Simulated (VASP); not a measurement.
Input of a VASP 6.6.1 run:

Contents of INCAR:

```
SYSTEM = Zn3N2
PREC = Accurate
ENCUT = 600
EDIFF = 1E-7
ISMEAR = 0
SIGMA = 0.03
LREAL = Auto
LASPH = .TRUE.
NELM = 80
ALGO = Normal
ISIF = 3
LWAVE = .FALSE.
LCHARG = .FALSE.
GGA = PS
IBRION = 2
NSW = 90
EDIFFG = -0.005
KPAR = 8
```

File KPOINTS:

```
regular mesh
0
G
  4 4 4
  0 0 0
```

File POSCAR:

```
Zn3N2                                   
1.0
   -4.8501324215      4.8501324215      4.8501324215
    4.8501324215     -4.8501324215      4.8501324215
    4.8501324215      4.8501324215     -4.8501324215
  Zn              N             
    24    16
Direct
     0.2773197462868282    0.0262340676221147    0.0488714905276760
     0.7489143213352867    0.2226802537131718    0.2715517442408477
     0.0226374229055613    0.4737659323778853    0.7510856786647133
     0.4773625770944387    0.2284482557591521    0.4511285094723240
     0.4511285094723240    0.4773625770944387    0.2284482557591521
     0.0262340676221147    0.0488714905276760    0.2773197462868282
     0.2715517442408477    0.7489143213352867    0.2226802537131718
     0.4737659323778853    0.7510856786647133    0.0226374229055613
     0.7510856786647133    0.0226374229055613    0.4737659323778853
     0.2226802537131718    0.2715517442408477    0.7489143213352867
     0.0488714905276760    0.2773197462868282    0.0262340676221147
     0.2284482557591521    0.4511285094723240    0.4773625770944387
     0.5262340676221147    0.2489143213352865    0.9773625770944385
     0.7284482557591520    0.2510856786647134    0.7773197462868282
     0.9737659323778853    0.9511285094723240    0.7226802537131718
     0.5488714905276760    0.5226374229055615    0.7715517442408480
     0.5226374229055615    0.7715517442408480    0.5488714905276760
     0.9773625770944385    0.5262340676221147    0.2489143213352865
     0.2510856786647134    0.7773197462868282    0.7284482557591520
     0.7226802537131718    0.9737659323778853    0.9511285094723240
     0.2489143213352865    0.9773625770944385    0.5262340676221147
     0.7773197462868282    0.7284482557591520    0.2510856786647134
     0.9511285094723240    0.7226802537131718    0.9737659323778853
     0.7715517442408480    0.5488714905276760    0.5226374229055615
     0.7299986042387195    0.4799986042387196    0.2500000000000000
     0.7500000000000000    0.7700013957612805    0.0200013957612804
     0.0200013957612804    0.7500000000000000    0.7700013957612805
     0.2500000000000000    0.7299986042387195    0.4799986042387196
     0.4799986042387196    0.2500000000000000    0.7299986042387195
     0.7700013957612805    0.0200013957612804    0.7500000000000000
     0.2700013957612804    0.5200013957612805    0.7500000000000000
     0.2500000000000000    0.2299986042387196    0.9799986042387195
     0.9799986042387195    0.2500000000000000    0.2299986042387196
     0.7500000000000000    0.2700013957612804    0.5200013957612805
     0.5200013957612805    0.7500000000000000    0.2700013957612804
     0.2299986042387196    0.9799986042387195    0.2500000000000000
     0.5000000000000000    0.0000000000000000    1.0000000000000000
     0.0000000000000000    0.0000000000000000    0.5000000000000000
     0.0000000000000000    0.5000000000000000    1.0000000000000000
     0.5000000000000000    0.5000000000000000    0.5000000000000000
```

Potentials or basis: VASP PAW PBE potentials, release 64 (Zn, N).

Launch:

```bash
$ cat potpaw_PBE.64/Zn/POTCAR potpaw_PBE.64/N/POTCAR > POTCAR
$ mpirun -np 8 vasp_std > vasp.out
```

(1) What does it give for the space group after relaxing (to 0.1 Å)?

(2) Predict the relaxed volume.

(3) Estimate the relaxed cell.

(4) What does it give for the band gap on the k mesh?

Answers

(1) Ia-3 (No. 206).

(2) 11.41 Å³/atom.

(3) a = 8.402 Å, b = 8.402 Å, c = 8.402 Å, α = 109.47°, β = 109.47°, γ = 109.47°.

(4) zero (filled and empty bands touch).

Caveat: the PAW data sets were made with another functional, which shifts forces and pressure a little.
